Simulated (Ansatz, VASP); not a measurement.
**One calculation of MoS2, two programs**

INCAR

```
PREC = Accurate
ENCUT = 520
EDIFF = 1E-6
ISMEAR = 1
SIGMA = 0.2
LREAL = F
LASPH = T
NELM = 80
ALGO = Normal
ISIF = 2
LWAVE = F
LCHARG = F
GGA = PS
NBANDS = 35
```

File KPOINTS:

```
Automatic mesh
0
Gamma
  12 12 4
```

POSCAR

```
MoS2
1.0
    3.2559956522      0.0000000000      0.0000000000
   -1.6279978261      2.8197749494      0.0000000000
    0.0000000000      0.0000000000     10.8600478985
Mo S
2 4
Direct
    0.3333333333      0.6666666667      0.2500000000
    0.6666666667      0.3333333333      0.7500000000
    0.3333333333      0.6666666667      0.6259932117
    0.6666666667      0.3333333333      0.1259932117
    0.3333333333      0.6666666667      0.8740067883
    0.6666666667      0.3333333333      0.3740067883
```

Input for Ansatz:

```yaml
crystal:
  lattice:
    - [3.2559956522, 0.0, 0.0]
    - [-1.6279978261, 2.8197749494, 0.0]
    - [0.0, 0.0, 10.8600478985]
  atoms:
    - { symbol: Mo, position: [0.3333333333, 0.6666666667, 0.25] }
    - { symbol: Mo, position: [0.6666666667, 0.3333333333, 0.75] }
    - { symbol: S, position: [0.3333333333, 0.6666666667, 0.6259932117] }
    - { symbol: S, position: [0.6666666667, 0.3333333333, 0.1259932117] }
    - { symbol: S, position: [0.3333333333, 0.6666666667, 0.8740067883] }
    - { symbol: S, position: [0.6666666667, 0.3333333333, 0.3740067883] }
basis:
  ecutwfc: 420
kpoints:
  mp_grid: { grid: [12, 12, 4] }
hamiltonian:
  xc: pbesol
scf:
  occupations: { method: cold, width: 0.2 }
output:
  forces: true
  stress: true
  eigenvalues: true
```

Alike in both runs: task single point; functional PBEsol; k mesh 12 × 12 × 4; no spin polarisation.

|  | VASP | Ansatz |
| --- | --- | --- |
| version | VASP 6.6.1 | Ansatz 0.2.0 |
| potentials or method | VASP PAW PBE potentials, release 64 (Mo_sv, S), cutoff 520 eV | scalar-relativistic, plane waves, PAW |
| occupations | methfessel-paxton of order 1, width 0.2 eV | cold, width 0.2 eV |
| valence electrons in the cell | 52 | 52 |

VASP gave:

| Quantity | Value |
| --- | --- |
| gap on the k mesh at the Fermi level (eV) | none |
| pressure (GPa) | 15.4 |
| traceless stress, the component that is largest in VASP (GPa) | 20.07 |
| rms of the force components (eV/Å) | 1.663 |

Problem. Estimate Ansatz's values.

Solution. gap on the k mesh at the Fermi level (eV): none; pressure (GPa): 15.5; traceless stress, the component that is largest in VASP (GPa): 20.23; rms of the force components (eV/Å): 1.678.

VASP's potentials were made for PBE, not for PBEsol. Atom by atom the forces differ by 0.016 eV/Å (rms over components). A gap of «none» marks a metal or a gap that the smearing closes.
